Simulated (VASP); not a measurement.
A run of VASP 6.6.1:

Contents of INCAR:

```
SYSTEM = Ti6O
  PREC = Accurate
  ENCUT = 520
  EDIFF = 1E-6
  ISMEAR = 0
  SIGMA = 0.1
  LREAL = .FALSE.
  LASPH = .TRUE.
  NELM = 80
  ALGO = Normal
  ISIF = 2
  LWAVE = .FALSE.
  LCHARG = .FALSE.
  LDIPOL = .TRUE.
  IDIPOL = 3
  DIPOL = 0.5 0.5 0.349
  GGA = PS
  NBANDS = 48
```

KPOINTS

```
Automatic mesh
0
G
  9 6 1
  0 0 0
```

File POSCAR:

```
Ti6O
1.0
    2.8999670177      0.0000000000      0.0000000000
    0.0000000000      4.5905806278      0.0000000000
    0.0000000000      0.0000000000     21.2062529549
Ti O
6 1
Direct
    0.0000000000      0.7500000000      0.1886236106
    0.5000000000      0.2500000000      0.2281000977
    0.5000000000      0.7500000000      0.3070530716
    0.0000000000      0.2500000000      0.3454090437
    0.0000000000      0.7500000000      0.4205530428
    0.5000000000      0.2500000000      0.4577071195
    1.0000000000      0.6500000000      0.4988062862
```

Potentials or basis: VASP PAW PBE potentials, release 64 (Ti_sv, O).

Command:

```console
$ cat potpaw_PBE.64/Ti_sv/POTCAR potpaw_PBE.64/O/POTCAR > POTCAR
$ mpirun -np 1 vasp_std > vasp.out
```

Hardware: 1 thread of Intel(R) Xeon(R) 6975P-C (Granite Rapids), on a shared host.

**Question.** Estimate the wall time of this run.

**Answer.** It took 8.8 min on 1 thread of Intel(R) Xeon(R) 6975P-C (Granite Rapids) (shared host), peak memory 0.45 GiB. Counts: scf iterations 32, k points 20.
